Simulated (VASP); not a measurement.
# TePb: single point with PBEsol

The system is TePb.

```
Te Pb
1.0
     4.00229    0.00000    0.00000
     0.00000    4.00229    0.00000
     0.00000    0.00000    4.00229
Te Pb
1 1
Direct
  0.53748 0.50000 0.50000
  0.00000 0.00000 0.00000
```

This cell differs from its parent crystal: one atom moved.

```
Program                : VASP 6.6.1
Task                   : single point
Functional             : PBEsol
Potentials or basis    : VASP PAW PBE potentials, release 64 (Te, Pb_d)
Cutoff                 : 520 eV
k mesh                 : 10 × 10 × 10
Occupations            : gaussian, width 0.1 eV
Spin                   : no spin polarisation
Dipole correction      : no
Further INCAR settings : ALGO = Normal; EDIFF = 1e-06; NBANDS = 17
```

- Pressure: -2.7 GPa
- Largest force: 0.065 eV/Å
- Band gap on the k mesh: zero (bands 10 and 11 overlap by 1.28 eV)

Forces in eV/Å, atoms in the order of the input:
```
Te   0.065  0.000  0.000
Pb  -0.065  0.000  0.000
```

Stress tensor (GPa, compression positive):
```
-2.65  0.00  0.00
 0.00 -2.73  0.00
 0.00  0.00 -2.73
```

Levels at points of the mesh, in eV from the Fermi level:
```
           k point  band 6  band 7  band 8  band 9  band 10  band 11  band 12  band 13  band 14  band 15
(0.00, 0.00, 0.00)  -12.10   -6.67   -1.49   -1.49    -1.44     3.82     4.06     5.36     5.36     5.60
(0.50, 0.00, 0.00)  -10.81   -8.88   -0.74   -0.12    -0.12     0.30     2.49     2.49     5.38     6.88
(0.00, 0.50, 0.00)  -10.76   -8.96   -0.68   -0.19    -0.07     0.40     2.41     2.46     5.40     6.82
(0.50, 0.50, 0.00)  -10.04   -7.83   -4.29   -4.27     0.31     3.59     3.76     3.77     6.09     6.96
(0.00, 0.50, 0.50)  -10.03   -7.81   -4.33   -4.33     0.33     3.61     3.82     3.82     6.07     6.96
(0.50, 0.50, 0.50)   -9.66   -7.06   -2.49   -2.49    -2.38    -0.96    -0.85    -0.85    13.49    13.49
```

It took 2.1 min on 1 thread of Intel Xeon 8259CL, with other jobs on the host, peak memory 0.27 GiB.

Caveat: the cell differs from its parent crystal (one atom moved); the PAW data sets were made with another functional, which shifts forces and pressure a little; spin-orbit coupling is left out, which moves the levels of the heavy elements.
